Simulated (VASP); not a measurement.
The system is SrMg.

```xyz
2
Lattice="4.1903 0.0000 0.0000 0.0000 4.1903 0.0000 0.0000 0.0000 4.1903" Properties=species:S:1:pos:R:3 pbc="T T T"
Sr    2.0952    2.0952    2.0952
Mg    0.0000    0.0000    0.0000
```

| Property | Result |
| --- | --- |
| Program | VASP 6.6.1 |
| Task | relaxation of cell and atoms |
| Functional | LDA |
| Potentials or basis | VASP PAW LDA potentials, release 64 (Sr_sv, Mg) |
| Cutoff | 600 eV |
| k mesh | 5 × 5 × 5 |
| Occupations | gaussian, width 0.1 eV |
| Spin | no spin polarisation |

At the start: pressure -2.2 GPa; volume 36.79 Å³/atom.

Question: How do energy, volume and symmetry change on relaxing?

Answer: Over 3 steps the energy falls by 27.5 meV/atom and the volume is 33.14 Å³/atom (-9.9 %); space group Pm-3m (No. 221, to 0.05 Å).

Step by step:
```tsv
step	energy change (eV)	largest force (eV/Å)	pressure (GPa)	volume (Å³)
1	0.0000	0.0000	-2.16	73.58
2	-0.0492	0.0000	-0.80	68.41
3	-0.0550	0.0000	-0.06	66.28
```

Final structure:
```
Sr Mg
1.0
     4.04688    0.00000    0.00000
     0.00000    4.04688    0.00000
     0.00000    0.00000    4.04688
Sr Mg
1 1
Direct
  0.50000 0.50000 0.50000
  0.00000 0.00000 0.00000
```
